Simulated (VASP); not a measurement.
Input of a VASP 6.6.1 run:

The input INCAR:

```
SYSTEM = SnO
PREC = Accurate
ENCUT = 1000
EDIFF = 1E-6
ISMEAR = 0
SIGMA = 0.02
LREAL = .FALSE.
LASPH = .TRUE.
NELM = 120
ALGO = Normal
ISIF = 2
LWAVE = .FALSE.
LCHARG = .FALSE.
LDIPOL = .TRUE.
IDIPOL = 3
DIPOL = 0.5 0.5 0.500
GGA = PE
IVDW = 12
NBANDS = 28
GGA_COMPAT = .FALSE.
NELMDL = -8
```

File KPOINTS:

```
Automatic mesh
0
G
  6 6 1
  0 0 0
```

The input POSCAR:

```
SnO
1.0
    3.8369227244      0.0000000000      0.0000000000
    0.0000290556      3.8369227243      0.0000000000
    0.0000000000      0.0000000000     30.6349243850
Sn O
2 2
Direct
    0.7499904035      0.2500095965      0.4621761398
    0.2499904035      0.7500095965      0.5378238602
    0.2500040677      0.2499959323      0.5000000000
    0.7500040677      0.7499959323      0.5000000000
```

Potentials or basis: VASP PAW PBE potentials, release 64 (Sn_d, O_h).

The run is started by

```bash
$ cat potpaw_PBE.64/Sn_d/POTCAR potpaw_PBE.64/O_h/POTCAR > POTCAR
$ mpirun -np 1 vasp_std > vasp.out
```

(1) Predict the dispersion energy per atom.

(2) Predict the largest force.

(3) What does it give for the band gap on the k mesh?

Answers

(1) -0.136 eV.

(2) 0.403 eV/Å.

(3) 2.97 eV (least direct gap 3.01 eV).

Caveat: the cell differs from its parent crystal (a layer taken out of the bulk); spin-orbit coupling is left out, which moves the levels of the heavy elements.
